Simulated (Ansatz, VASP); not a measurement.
**One calculation of PtS2, two programs**

```
S Pt
1.0
     3.54153    0.00000    0.00000
    -1.77076    3.06705    0.00000
     0.00000    0.00000   22.46706
S Pt
4 2
Cartesian
  1.7708 1.0224 4.5000
  0.0000 2.0447 6.9835
  0.0000 2.0447 11.1235
  -1.7708 3.0671 13.6071
  0.0000 0.0000 5.7418
  -1.7708 1.0224 12.3653
```

Alike in both runs: task single point; functional PBE; dispersion D3(BJ); k mesh 9 × 9 × 1; occupations gaussian, width 0.05 eV; no spin polarisation.

```csv
,VASP,Ansatz
version,VASP 6.6.1,Ansatz 0.2.0
potentials or method,"VASP PAW PBE potentials, release 64 (S, Pt), cutoff 520 eV","scalar-relativistic, plane waves, PAW"
valence electrons in the cell,44,60
```

VASP gave:

| Quantity | Value |
| --- | --- |
| gap on the k mesh at the Fermi level (eV) | 1.66 |
| least direct gap on the mesh (eV) | 1.74 |
| rms of the force components (eV/Å) | 0.018 |

Q: Which values does Ansatz return?

A: gap on the k mesh at the Fermi level (eV): 1.66; least direct gap on the mesh (eV): 1.73; rms of the force components (eV/Å): 0.019.

VASP's potentials hold 44 valence electrons a cell and Ansatz's 60, so a difference there can come from the potentials and not from the codes.

Neither program's run includes spin-orbit coupling.
